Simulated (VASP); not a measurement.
Crystal: Zn.

```
Zn
1.0
     2.73613    0.00000    0.00000
    -1.36807    2.36956    0.00000
     0.00000    0.00000    4.43253
Zn
2
Direct
  0.33333 0.66667 0.25000
  0.66667 0.33333 0.75000
```

```yaml
Program: VASP 6.6.1
Task: relaxation of cell and atoms
Functional: r2SCAN
Potentials_or_basis: VASP PAW PBE potentials, release 64 (Zn)
Cutoff: 550 eV
k_mesh: 18 × 18 × 10
Occupations: fermi-dirac, width 0.08 eV
Spin: no spin polarisation
```

At the start: pressure -1.4 GPa; volume 14.37 Å³/atom.

Question: How do energy, volume and symmetry change on relaxing?

Answer: Over 27 steps the energy falls by 13.0 meV/atom and the volume is 14.58 Å³/atom (+1.5 %); space group P6_3/mmc (No. 194, to 0.1 Å) before and after.

The path:
```
step  energy change (eV)  largest force (eV/Å)  pressure (GPa)  volume (Å³)
   1              0.0000                0.0000           -1.41        28.74
   2             -0.0031                0.0000            0.25        28.21
   3             -0.0031                0.0000            0.21        28.23
   4             -0.0036                0.0000            0.21        28.23
   5             -0.0054                0.0000            0.23        28.25
   6             -0.0084                0.0000            0.43        28.27
   7             -0.0124                0.0000            1.43        28.26
   8              0.0296                0.0000            6.68        28.05
   9             -0.0165                0.0000            2.03        28.24
  10             -0.0127                0.0000            4.01        28.17
  11             -0.0187                0.0000            2.71        28.22
  12             -0.0186                0.0000            2.96        28.21
  13             -0.0187                0.0000            2.90        28.22
  14             -0.0190                0.0000            2.97        28.25
  15             -0.0191                0.0000            3.00        28.31
  16             -0.0196                0.0000            2.90        28.34
  17             -0.0208                0.0000            2.60        28.41
  18             -0.0229                0.0000            2.04        28.57
  19             -0.0254                0.0000            0.93        28.89
  20             -0.0244                0.0000           -1.05        29.54
  21             -0.0260                0.0000           -0.01        29.19
  22             -0.0260                0.0000            0.05        29.17
  23             -0.0260                0.0000            0.06        29.17
  24             -0.0260                0.0000            0.08        29.16
  25             -0.0260                0.0000            0.04        29.15
  26             -0.0260                0.0000            0.06        29.15
  27             -0.0260                0.0000           -0.02        29.16
```

Final structure:
```
CELL_PARAMETERS angstrom
2.59944 0.00000 0.00000
-1.29972 2.25118 0.00000
0.00000 0.00000 4.98299
ATOMIC_POSITIONS crystal
Zn 0.33333 0.66667 0.25000
Zn 0.66667 0.33333 0.75000
```

Caveat: the PAW data sets were made with another functional, which shifts forces and pressure a little.
